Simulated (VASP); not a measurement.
# Be2CdS2 (P-6m2) in VASP: further runs

Be2CdS2 is run at these levels: PBE; tasks: single point.

Everything below comes from runs of VASP 6.6.1. Logs are shortened: lines on timing, memory, paths and dates and some standing lists are left out, and cuts for length are marked.

## 1. The cell of the first run

The structure is hexagonal, space group P-6m2 (No. 187). The conventional cell has a = 4.397 Å, b = 4.397 Å, c = 5.246 Å, α = 90.00°, β = 90.00°, γ = 120.00°. Be (site symmetry 3m) has 2 Be at 2.31 to 2.94 Å and 6 S at 2.79 to 2.93 Å and 3 Cd at 2.93 Å within 3.1 Å. Within 3.4 Å of Cd (site symmetry -6m2) lie 5 S at 2.54 to 2.62 Å and 6 Be at 2.93 Å. Within 3.5 Å of S (site symmetry -6m2) lie 2 Cd at 2.62 Å and 6 Be at 2.79 Å. Within 3.4 Å of S (site symmetry -6m2) lie 3 Cd at 2.54 Å and 6 Be at 2.93 Å.

## 2. Single point, PBE

Contents of INCAR:

```
  PREC = Accurate
  ENCUT = 520
  EDIFF = 1E-6
  ISMEAR = 0
  SIGMA = 0.1
  LREAL = F
  LASPH = T
  NELM = 100
  ALGO = Normal
  ISIF = 2
  LWAVE = F
  LCHARG = F
  GGA = PE
  NBANDS = 22
```

Contents of KPOINTS:

```
Automatic mesh
0
Gamma
  12 12 6
```

Contents of POSCAR:

```
Be2CdS2
1.0
    4.3972341200      0.0000000000      0.0000000000
   -2.1986170600      3.8081164544      0.0000000000
    0.0000000000      0.0000000000      5.2462434436
Be Cd S
2 1 2
Direct
    0.6666666667      0.3333333333      0.2199676941
    0.6666666667      0.3333333333      0.7800323059
    0.0000000000      0.0000000000      0.5000000000
    0.0000000000      0.0000000000      0.0000000000
    0.3333333333      0.6666666667      0.5000000000
```

Potentials or basis: VASP PAW PBE potentials, release 64 (Be, Cd, S).

Run with:

```console
cat potpaw_PBE.64/Be/POTCAR potpaw_PBE.64/Cd/POTCAR potpaw_PBE.64/S/POTCAR > POTCAR
mpirun -np 1 vasp_std > vasp.out
```

OUTCAR:

```text
PREC = Accurate
   ENCUT = 520
   EDIFF = 1E-6
   ISMEAR = 0
   LREAL = F
   LASPH = T
   NELM = 100
   ISIF = 2
   GGA = PE

 ion  position               nearest neighbor table
   1  0.667  0.333  0.220-   2 2.31   3 2.93   3 2.93   3 2.93
   2  0.667  0.333  0.780-   1 2.31   3 2.93   3 2.93   3 2.93
   3  0.000  0.000  0.500-   5 2.54   5 2.54   5 2.54   4 2.62   4 2.62   1 2.93   2 2.93   2 2.93
                             1 2.93   2 2.93   1 2.93
   4  0.000  0.000  0.000-   3 2.62   3 2.62
   5  0.333  0.667  0.500-   3 2.54   3 2.54   3 2.54

  LATTYP: Found a hexagonal cell.
 ALAT       =     4.3972341200
 C/A-ratio  =     1.1930780351

  Lattice vectors:

 A1 = (   4.3972341200,   0.0000000000,   0.0000000000)
 A2 = (  -2.1986170600,   3.8081164544,   0.0000000000)
 A3 = (   0.0000000000,   0.0000000000,   5.2462434436)

Analysis of symmetry for initial positions (statically):
=====================================================================
 Subroutine PRICEL returns:
 Original cell was already a primitive cell.

 Routine SETGRP: Setting up the symmetry group for a
 hexagonal supercell.

 Subroutine GETGRP returns: Found 12 space group operations
 (whereof 12 operations were pure point group operations)
 out of a pool of 24 trial point group operations.

The static configuration has the point symmetry D_3h.

Analysis of symmetry for dynamics (positions and initial velocities):
=====================================================================
 Subroutine PRICEL returns:
 Original cell was already a primitive cell.

 Routine SETGRP: Setting up the symmetry group for a
 hexagonal supercell.

 Subroutine GETGRP returns: Found 12 space group operations
 (whereof 12 operations were pure point group operations)
 out of a pool of 24 trial point group operations.

The dynamic configuration has the point symmetry D_3h.

 Subroutine INISYM returns: Found 12 space group operations
 (whereof 12 operations are pure point group operations),
 and found     1 'primitive' translations

[... 94 lines left out ...]
   ISPIN  =      1    spin polarized calculation?
   LNONCOLLINEAR =      F non collinear calculations
   LSORBIT =      F    spin-orbit coupling
   LASPH  =      T    aspherical Exc in radial PAW
   ENCUT  =  520.0 eV  38.22 Ry    6.18 a.u.   8.18  8.18  9.75*2*pi/ulx,y,z
   NELM   =    100;   NELMIN=  2; NELMDL= -5     # of ELM steps
   EDIFF  = 0.1E-05   stopping-criterion for ELM
   LREAL  =      F    real-space projection
   EDIFFG = 0.1E-04   stopping-criterion for IOM
   NSW    =      0    number of steps for IOM
   IBRION =     -1    ionic relax: 0-MD 1-quasi-New 2-CG
   NFREE  =      0    steps in history (QN), initial steepest desc. (CG)
   ISIF   =      2    stress and relaxation
   ISYM   =      2    0-nonsym 1-usesym 2-fastsym
   POTIM  = 0.5000    time-step for ionic-motion
   TEBEG  =    0.0;   TEEND  =   0.0 temperature during run
   PSTRESS=    0.0 pullay stress
   NELECT =      28.0000    total number of electrons
   NUPDOWN=      -1.0000    fix difference up-down
   EMIN   =  10.00;   EMAX   =-10.00  energy-range for DOS
   EFERMI =   0.00;   METHOD = LEGACY
   ISMEAR =     0;   SIGMA  =   0.10  broadening in eV -4-tet -1-fermi 0-gaus
   EFERMI_NEDOS =   21; number of points for ismear=-14 and -15
   IALGO  =     38    algorithm
   IMIX   =      4    mixing-type and parameters
     AMIX     =   0.40;   BMIX     =  1.00
     AMIX_MAG =   1.60;   BMIX_MAG =  1.00
  volume/ion in A,a.u.               =      17.57       118.57
  Fermi-wavevector in a.u.,A,eV,Ry     =   1.118274  2.113231 17.014575  1.250536
  Thomas-Fermi vector in A             =   2.254903
   LORBIT       =      0    0 simple, 1 ext, 2 COOP (PROOUT), +10 PAW based schemes
   GGA     = PE    functional components
   LHFCALC =     F    Hartree Fock is set to
   AEXX    =    0.0000 exact exchange contribution
   IVDW    =     0    specifies the selected vdW correction
   LEPSILON=     F    determine dielectric tensor
   LRPA    =     F    only Hartree local field effects (RPA)
 non-spin polarized calculation
 Gauss-broadening in eV      SIGMA  =   0.10
  energy-cutoff  :      520.00
  volume of cell :       87.85
 maximum number of plane-waves:      2384
 NGX is ok and might be reduce to    36
   NGX = 17   NGY = 17   NGZ = 19

 number of electron      28.0000009 magnetization

 Free energy of the ion-electron system (eV)
  ---------------------------------------------------
  ext. energy  EPLUGINS =         0.00000000
  ---------------------------------------------------
  free energy    TOTEN  =       -13.60962559 eV

  energy without entropy =      -13.59748822  energy(sigma->0) =      -13.60355691

 E-fermi :   4.4792     XC(G=0):  -9.7730

 val. band max:        4.4535678943   @ k =   0.3333   0.0833   0.5000
 cond. band min:       4.4891969630   @ k =   0.3333   0.0000   0.1667
 fundamental gap:      0.0356290687
 Fermi energy:         4.4791964629

 k-point     1 :       0.0000    0.0000    0.0000
  band No.  band energies     occupation
      1      -9.8931      2.00000
      2      -8.7276      2.00000
      3      -5.1184      2.00000
      4      -5.1184      2.00000
      5      -4.6406      2.00000
      6      -4.6406      2.00000
[... 589 lines left out ...]
     21       9.5990      0.00000
     22      11.7553      0.00000

 [... further k-points ...]

------------------------ aborting loop because EDIFF is reached ----------------------------------------

  FORCE on cell =-STRESS in cart. coord.  units (eV):
  Direction    XX          YY          ZZ          XY          YZ          ZX
  --------------------------------------------------------------------------------------
  -------------------------------------------------------------------------------------
  Total        0.1794362      0.1794362      0.1677875      0.0000000     -0.0000000      0.0000000
  in kB        3.2725212      3.2725212      3.0600749      0.0000000     -0.0000000      0.0000000
  external PRESSURE =       3.2017058 kB  Pullay stress =       0.0000000 kB

 VOLUME and BASIS-vectors are now :
 -----------------------------------------------------------------------------
  energy-cutoff  :      520.00
  volume of cell :       87.85
      direct lattice vectors                 reciprocal lattice vectors
     4.397234120  0.000000000  0.000000000     0.227415683  0.131298506  0.000000000
    -2.198617060  3.808116454  0.000000000     0.000000000  0.262597011  0.000000000
     0.000000000  0.000000000  5.246243444     0.000000000  0.000000000  0.190612580

 POSITION                                       TOTAL-FORCE (eV/Angst)
 -----------------------------------------------------------------------------------
      2.19862      1.26937      1.15400         0.000000      0.000000     -0.001803
      2.19862      1.26937      4.09224         0.000000     -0.000000      0.001803
      0.00000      0.00000      2.62312        -0.000000     -0.000000      0.000000
      0.00000      0.00000      0.00000         0.000000     -0.000000      0.000000
     -0.00000      2.53874      2.62312         0.000000     -0.000000      0.000000
 -----------------------------------------------------------------------------------
    total drift:                               -0.000000      0.000000     -0.000000

  FREE ENERGIE OF THE ION-ELECTRON SYSTEM (eV)
  ---------------------------------------------------
  free  energy   TOTEN  =       -13.6096255914 eV

  energy  without entropy=      -13.5974882196  energy(sigma->0) =      -13.60355691
```

OSZICAR:

```text
N       E                     dE             d eps       ncg     rms          rms(c)
DAV:   1     0.142254997617E+03    0.14225E+03   -0.12490E+04  3344   0.112E+03
DAV:   2    -0.472783219795E+01   -0.14698E+03   -0.13874E+03  3878   0.252E+02
DAV:   3    -0.140697866936E+02   -0.93420E+01   -0.91362E+01  4238   0.628E+01
DAV:   4    -0.142104388396E+02   -0.14065E+00   -0.14043E+00  3826   0.786E+00
DAV:   5    -0.142128960540E+02   -0.24572E-02   -0.24570E-02  4402   0.103E+00    0.142E+01
DAV:   6    -0.136183911107E+02    0.59450E+00   -0.16544E+00  4382   0.150E+01    0.106E+01
DAV:   7    -0.136134011984E+02    0.49899E-02   -0.42286E-01  3968   0.391E+00    0.371E+00
DAV:   8    -0.136099845211E+02    0.34167E-02   -0.46892E-02  4004   0.209E+00    0.492E-01
DAV:   9    -0.136095497713E+02    0.43475E-03   -0.52518E-03  3968   0.530E-01    0.183E-01
DAV:  10    -0.136096011827E+02   -0.51411E-04   -0.90706E-04  4202   0.265E-01    0.586E-02
DAV:  11    -0.136096137109E+02   -0.12528E-04   -0.11136E-04  3932   0.100E-01    0.303E-02
DAV:  12    -0.136096253902E+02   -0.11679E-04   -0.39393E-05  3734   0.424E-02    0.110E-02
DAV:  13    -0.136096255914E+02   -0.20124E-06   -0.43088E-06  4088   0.153E-02
   1 F= -.13609626E+02 E0= -.13603557E+02  d E =-.121374E-01
```

stdout:

```text
POSCAR found type information on POSCAR BeCdS
 POSCAR found :  3 types and       5 ions
 scaLAPACK will be used
 LDA part: xc-table for (Slater+PW92), standard interpolation
 POSCAR, INCAR and KPOINTS ok, starting setup
 FFT: planning ... GRIDC
 FFT: planning ... GRID_SOFT
 FFT: planning ... GRID
 WAVECAR not read
 entering main loop
```

It took 2.7 min on 1 thread of AMD EPYC 7R43 (Zen 3), shared host; peak memory 0.26 GiB.

Results:

```yaml
Free_energy: -13.6096 eV
Pressure: 0.3 GPa
Band_gap_on_the_k_mesh: zero (band 14 reaches 5.65 eV, above the bottom of band 15 at 2.85 eV)
```

## 3. Single point, PBE

Contents of INCAR:

```
PREC = Accurate
ENCUT = 520
EDIFF = 1E-6
ISMEAR = 0
SIGMA = 0.1
LREAL = False
LASPH = True
NELM = 100
ALGO = Normal
ISIF = 2
LWAVE = False
LCHARG = False
GGA = PE
NBANDS = 22
```

Contents of KPOINTS:

```
regular mesh
0
Gamma
  12 12 8
```

Contents of POSCAR:

```
Be2CdS2
1.0
    4.3966231918      0.0000000000      0.0000000000
   -2.1983115959      3.8075873749      0.0000000000
    0.0000000000      0.0000000000      5.2483972694
Be Cd S
2 1 2
Direct
    0.6666666667      0.3333333333      0.2201182959
    0.6666666667      0.3333333333      0.7798817041
    0.0000000000      0.0000000000      0.5000000000
    0.0000000000      0.0000000000      0.0000000000
    0.3333333333      0.6666666667      0.5000000000
```

Potentials or basis: VASP PAW PBE potentials, release 64 (Be, Cd, S).

Run with:

```console
cat potpaw_PBE.64/Be/POTCAR potpaw_PBE.64/Cd/POTCAR potpaw_PBE.64/S/POTCAR > POTCAR
mpirun -np 1 vasp_std > vasp.out
```

Wall time 3.5 min (1 thread of AMD EPYC 7R43 (Zen 3), shared host); peak memory 0.3 GiB.

Results (log left out):

* Free energy: -13.6088 eV
* Pressure: 0.3 GPa
* Band gap on the k mesh: zero (band 14 reaches 5.65 eV, above the bottom of band 15 at 2.85 eV)

Levels at points of the mesh, in eV from the Fermi level:
| k point | band 10 | band 11 | band 12 | band 13 | band 14 | band 15 | band 16 | band 17 | band 18 | band 19 |
| --- | --- | --- | --- | --- | --- | --- | --- | --- | --- | --- |
| (0.00, 0.00, 0.00) | -3.47 | -2.88 | -2.54 | -2.54 | -1.71 | -1.62 | 1.66 | 1.66 | 3.84 | 3.84 |
| (0.50, 0.00, 0.00) | -5.00 | -4.82 | -2.75 | -2.51 | -0.79 | 0.12 | 1.18 | 2.99 | 3.07 | 4.17 |
| (0.00, 0.00, 0.50) | -2.89 | -2.89 | -2.72 | -2.72 | -1.08 | -0.32 | 1.11 | 1.11 | 2.03 | 2.03 |
| (0.50, 0.00, 0.50) | -4.31 | -3.45 | -2.98 | -2.81 | 0.15 | 0.39 | 2.54 | 3.99 | 4.01 | 4.16 |
